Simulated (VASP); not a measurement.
Wanted: the native input for a VASP 6.6.1 run.

| Property | Result |
| --- | --- |
| Task | single point |
| Functional | RPBE |
| Potentials or basis | VASP PAW PBE potentials, release 64 (Ga_d) |
| Cutoff | 520 eV |
| k mesh | 9 × 9 × 12 |
| Occupations | fermi-dirac, width 0.1 eV |
| Spin | no spin polarisation |
| Dipole correction | no |
| Further INCAR settings | ALGO = Normal; EDIFF = 1e-07; NBANDS = 26 |

The structure of Ga lies in POSCAR:

```
Ga
1.0
    4.6345298167      0.0000000000      0.0000000000
   -2.3172649084      4.0136205558      0.0000000000
    0.0000000000      0.0000000000      2.9757281436
Ga
3
Direct
    0.0000000000      0.0000000000      0.0000000000
    0.3333333333      0.6666666667      0.5000000000
    0.6666666667      0.3333333333      0.5000000000
```

This cell differs from its parent crystal: volume scaled by 0.92.

The input as run:

INCAR

```
SYSTEM = Ga
  PREC = Accurate
  ENCUT = 520
  EDIFF = 1E-7
  ISMEAR = -1
  SIGMA = 0.1
  LREAL = .False.
  LASPH = .True.
  NELM = 80
  ALGO = Normal
  ISIF = 2
  LWAVE = .False.
  LCHARG = .False.
  GGA = RP
  NBANDS = 26
```

KPOINTS

```
Automatic mesh
0
Gamma
  9 9 12
  0 0 0
```

Potentials or basis: VASP PAW PBE potentials, release 64 (Ga_d).

The run is started by

```sh
$ cat potpaw_PBE.64/Ga_d/POTCAR > POTCAR
$ mpirun -np 1 vasp_std > vasp.out
```

Results of the run:

The pressure is 4.6 GPa.

Caveat: the PAW data sets were made with another functional, which shifts forces and pressure a little.

Run time: 72 s on 1 thread of Intel Xeon 6975P-C (shared host), peak memory 0.24 GiB.
